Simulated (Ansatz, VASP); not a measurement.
WSe2 in VASP and in Ansatz

Contents of INCAR:

```
SYSTEM = WSe2
PREC = Accurate
ENCUT = 500
EDIFF = 1E-6
ISMEAR = 0
SIGMA = 0.05
LREAL = .FALSE.
LASPH = .TRUE.
NELM = 120
ALGO = Normal
ISIF = 2
LWAVE = .FALSE.
LCHARG = .FALSE.
GGA = CA
NBANDS = 20
GGA_COMPAT = .FALSE.
```

File KPOINTS:

```
Automatic mesh
0
G
  9 9 2
  0 0 0
```

POSCAR

```
WSe2
1.0
    3.3340930645      0.0000000000      0.0000000000
   -1.6670465323      2.8874092925      0.0000000000
    0.0000000000      0.0000000000     16.6603124568
W Se
1 2
Direct
    0.0000000000      0.0000000000     -0.0010313462
    0.3333333333      0.6666666667      0.1011284861
    0.3333333333      0.6666666667      0.9012724293
```

Input for Ansatz:

```yaml
crystal:
  lattice:
    - [3.3340930645, 0.0, 0.0]
    - [-1.6670465323, 2.8874092925, 0.0]
    - [0.0, 0.0, 16.6603124568]
  atoms:
    - { symbol: W, position: [0.0, 0.0, -0.0010313462] }
    - { symbol: Se, position: [0.3333333333, 0.6666666667, 0.1011284861] }
    - { symbol: Se, position: [0.3333333333, 0.6666666667, 0.9012724293] }
basis:
  ecutwfc: 420
kpoints:
  mp_grid: { grid: [9, 9, 2] }
hamiltonian:
  xc: lda
  pseudopotentials: { kind: paw, azcp: { folder: soft_1 } }
scf:
  occupations: { method: gaussian, width: 0.05 }
output:
  forces: true
  stress: true
  eigenvalues: true
```

Change from the starting cell: mode 9 frozen in at -0.020 Å, equal normal strain along x and y +0.0267.

Alike in both runs: task single point; functional LDA; k mesh 9 × 9 × 2; occupations gaussian, width 0.05 eV; no spin polarisation.

|  | VASP | Ansatz |
| --- | --- | --- |
| version | VASP 6.6.1 | Ansatz 0.2.0 |
| potentials or method | VASP PAW LDA potentials, release 64 (W_sv, Se), cutoff 500 eV | scalar-relativistic, plane waves, PAW |
| valence electrons in the cell | 26 | 46 |

```tsv
	VASP	Ansatz	Ansatz less VASP
gap on the k mesh at the Fermi level (eV)	1.47	1.47	-0.003
least direct gap on the mesh (eV)	1.47	1.47	-0.003
rms of the force components (eV/Å)	0.464	0.481	+0.0172
```

Ansatz warns that its potentials were made for another functional, while VASP's fit it. LDA's correlation is that of Perdew and Zunger in VASP and of Perdew and Wang (1992) in Ansatz. Atom by atom the forces differ by 0.043 eV/Å (rms over components). VASP's potentials hold 26 valence electrons a cell and Ansatz's 46, so a difference there can come from the potentials and not from the codes.

Spin-orbit coupling is off throughout.
